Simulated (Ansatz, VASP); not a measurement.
# One calculation of Si, two programs

File POSCAR:

```
Si
1.0
    2.7322169471      0.0000000000      0.0000000000
   -1.3661084736      2.3661692849      0.0000000000
    0.0000000000      0.0000000000      4.5062692700
Si
2
Direct
    0.3333333333      0.6666666667      0.2500000000
    0.6666666667      0.3333333333      0.7500000000
```

The input INCAR.step1:

```
PREC = Accurate
ENCUT = 520
ISMEAR = 0
SIGMA = 0.15
LREAL = False
LASPH = True
NELM = 100
NBANDS = 11
GGA = PE
ALGO = Normal
EDIFF = 1E-4
LWAVE = True
LCHARG = False
```

File INCAR.step2:

```
PREC = Accurate
ENCUT = 520
EDIFF = 1E-6
ISMEAR = 0
SIGMA = 0.15
LREAL = False
LASPH = True
NELM = 100
ALGO = Normal
ISIF = 2
LWAVE = False
LCHARG = True
METAGGA = R2SCAN
LMIXTAU = True
LELF = True
LVHAR = True
NBANDS = 11
ISTART = 1
```

The input KPOINTS:

```
regular mesh
0
Gamma
  24 24 10
```

Input for Ansatz:

```yaml
crystal:
  lattice:
    - [2.7322169471, 0.0, 0.0]
    - [-1.3661084736, 2.3661692849, 0.0]
    - [0.0, 0.0, 4.50626927]
  atoms:
    - { symbol: Si, position: [0.3333333333, 0.6666666667, 0.25] }
    - { symbol: Si, position: [0.6666666667, 0.3333333333, 0.75] }
basis:
  ecutwfc: 500
kpoints:
  mp_grid: { grid: [24, 24, 10] }
hamiltonian:
  xc: r2scan
scf:
  occupations: { method: gaussian, width: 0.15 }
output:
  forces: true
  stress: true
  eigenvalues: true
```

Change from the starting cell: strain +0.025 along x and y, +0.000 along z, atoms carried along.

Alike in both runs: task single point; functional r2SCAN; k mesh 24 × 24 × 10; occupations gaussian, width 0.15 eV; no spin polarisation.

|  | VASP | Ansatz |
| --- | --- | --- |
| version | VASP 6.6.1 | Ansatz 0.2.0 |
| potentials or method | VASP PAW PBE potentials, release 64 (Si), cutoff 520 eV | scalar-relativistic, plane waves, PAW |
| valence electrons in the cell | 8 | 8 |

|  | VASP | Ansatz | Ansatz less VASP |
| --- | --- | --- | --- |
| gap on the k mesh at the Fermi level (eV) | none | none | - |
| pressure (GPa) | -4.8 | -4.8 | -0.03 |
| traceless stress, the component that is largest in VASP (GPa) | 2.20 | 2.19 | -0.010 |

VASP's potentials were made for PBE, not for r2SCAN. A gap of «none» marks a metal or a gap that the smearing closes.
